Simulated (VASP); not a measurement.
Input of a VASP 6.6.1 run:

The input INCAR:

```
PREC = Accurate
ENCUT = 600
EDIFF = 1E-6
ISMEAR = -1
SIGMA = 0.01
LREAL = False
LASPH = True
NELM = 120
ALGO = Normal
ISIF = 2
LWAVE = False
LCHARG = False
GGA = PE
NBANDS = 16
GGA_COMPAT = False
```

KPOINTS

```
regular mesh
0
Gamma
  4 4 2
```

The input POSCAR:

```
MgTe
1.0
    4.5297652966      0.0000000000      0.0000000000
   -2.2648826483      3.9228919953      0.0000000000
    0.0000000000      0.0000000000      7.3375093355
Mg Te
2 2
Direct
    0.3333333333      0.6666666667      0.0004546819
    0.6666666667      0.3333333333      0.5004546819
    0.3333333333      0.6666666667      0.3845452344
    0.6666666667      0.3333333333      0.8845452344
```

Potentials or basis: VASP PAW PBE potentials, release 64 (Mg, Te).

Run with:

```bash
$ cat potpaw_PBE.64/Mg/POTCAR potpaw_PBE.64/Te/POTCAR > POTCAR
$ mpirun -np 1 vasp_std > vasp.out
```

Problem. What does it give for the pressure?

Solution. 2.2 GPa.

Problem. Estimate the largest force.

Solution. 0.201 eV/Å.

Forces on the atoms (eV/Å):
```
Mg   0.000  0.000  0.201
Mg   0.000  0.000  0.201
Te   0.000  0.000 -0.201
Te   0.000  0.000 -0.201
```

Caveat: the k points lie up to 0.43 Å⁻¹ apart.
